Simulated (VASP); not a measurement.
A run of VASP 6.6.1:

Contents of INCAR:

```
ALGO = Normal ; EDIFF = 1E-6
ENCUT = 500 ; GGA = PE
GGA_COMPAT = False ; ISIF = 2
ISMEAR = 0 ; LASPH = True
LCHARG = False ; LREAL = False
LWAVE = False ; NBANDS = 16
NELM = 120 ; PREC = Accurate
SIGMA = 0.01
```

Contents of KPOINTS:

```
k-points
0
Gamma
  5 5 5
```

POSCAR

```
CdTe
1.0
    0.0000000000      3.2262257841      3.2262257841
    3.2262257841      0.0000000000      3.2262257841
    3.2262257841      3.2262257841      0.0000000000
Cd Te
1 1
Direct
    0.0000000000      0.0000000000      0.0000000000
    0.2500000000      0.2500000000      0.2500000000
```

Potentials or basis: VASP PAW PBE potentials, release 64 (Cd, Te).

The run is started by

```sh
$ cat potpaw_PBE.64/Cd/POTCAR potpaw_PBE.64/Te/POTCAR > POTCAR
$ mpirun -np 1 vasp_std > vasp.out
```

Hardware: 1 thread of Intel(R) Xeon(R) Platinum 8259CL CPU @ 2.50GHz (Skylake/Cascade Lake), on a shared host.

Problem. How long does it take, and how much memory?

Solution. Wall time 17 s on 1 thread of Intel(R) Xeon(R) Platinum 8259CL CPU @ 2.50GHz (Skylake/Cascade Lake) (shared host), peak memory 0.2 GiB. Counts: scf iterations 13, k points 10.
